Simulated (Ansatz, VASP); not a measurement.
C in VASP and in Ansatz

Contents of INCAR:

```
PREC = Accurate
ENCUT = 520
EDIFF = 1E-6
ISMEAR = -5
SIGMA = 0.1
LREAL = False
LASPH = True
NELM = 80
ALGO = Normal
ISIF = 2
LWAVE = False
LCHARG = False
GGA = PE
NBANDS = 16
```

Contents of KPOINTS:

```
Automatic mesh
0
Gamma
  18 18 6
```

The input POSCAR:

```
C
1.0
    1.2280479700     -2.1270618200      0.0000000000
    1.2280479700      2.1270618200      0.0000000000
    0.0000000000      0.0000000000      7.1732677600
C
4
Direct
    0.0833794600      0.9166205400      0.7531376000
    0.5833794600      0.4166205400      0.2468624000
    0.9166205400      0.0833794600      0.2468624000
    0.4166205400      0.5833794600      0.7531376000
```

Input for Ansatz:

```yaml
crystal:
  lattice:
    - [1.22804797, -2.12706182, 0.0]
    - [1.22804797, 2.12706182, 0.0]
    - [0.0, 0.0, 7.17326776]
  atoms:
    - { symbol: C, position: [0.08337946, 0.91662054, 0.7531376] }
    - { symbol: C, position: [0.58337946, 0.41662054, 0.2468624] }
    - { symbol: C, position: [0.91662054, 0.08337946, 0.2468624] }
    - { symbol: C, position: [0.41662054, 0.58337946, 0.7531376] }
basis:
  ecutwfc: 420
kpoints:
  mp_grid: { grid: [18, 18, 6] }
hamiltonian:
  xc: pbe
scf:
  occupations: { method: tetrahedron }
output:
  forces: true
  stress: true
  eigenvalues: true
```

Alike in both runs: task single point; functional PBE; k mesh 18 × 18 × 6; occupations tetrahedron; no spin polarisation.

|  | VASP | Ansatz |
| --- | --- | --- |
| version | VASP 6.6.1 | Ansatz 0.2.0 |
| potentials or method | VASP PAW PBE potentials, release 64 (C), cutoff 520 eV | scalar-relativistic, plane waves, PAW |
| valence electrons in the cell | 16 | 16 |

|  | VASP | Ansatz | Ansatz less VASP |
| --- | --- | --- | --- |
| gap on the k mesh at the Fermi level (eV) | 0.02 | 0.02 | 0.000 |
| least direct gap on the mesh (eV) | 0.02 | 0.02 | 0.000 |
| pressure (GPa) | 4.2 | 3.7 | -0.41 |
| traceless stress, the component that is largest in VASP (GPa) | -2.58 | -2.07 | +0.519 |
| rms of the force components (eV/Å) | 0.016 | 0.015 | 0.0000 |

Atom by atom the forces differ by 0.000 eV/Å (rms over components). Ansatz's warnings: band table not solved further, tetrahedron derivatives may miss energy slope.
